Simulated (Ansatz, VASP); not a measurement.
**Sc in VASP and in Ansatz**

```
Sc
1.0
     0.00000    2.38402    2.27050
     2.38402    0.00000    2.27050
     2.38402    2.38402    0.00000
Sc
1
Cartesian
  0.0000 0.0000 0.0000
```

Change from the starting cell: strain +0.050 along x and y, +0.000 along z, atoms carried along.

Alike in both runs: task single point; functional PBEsol; k mesh 18 × 18 × 18; occupations gaussian, width 0.15 eV; no spin polarisation.

|  | VASP | Ansatz |
| --- | --- | --- |
| version | VASP 6.6.1 | Ansatz 0.2.0 |
| potentials or method | VASP PAW PBE potentials, release 64 (Sc_sv), cutoff 520 eV | scalar-relativistic, plane waves, PAW |
| valence electrons in the cell | 11 | 11 |

VASP gave:

* gap on the k mesh at the Fermi level (eV): none
* pressure (GPa): -4.2
* traceless stress, the component that is largest in VASP (GPa): 0.78

Which values does Ansatz return?

gap on the k mesh at the Fermi level (eV): none; pressure (GPa): -4.1; traceless stress, the component that is largest in VASP (GPa): 0.78.

VASP's potentials were made for PBE, not for PBEsol. A gap of «none» marks a metal or a gap that the smearing closes.
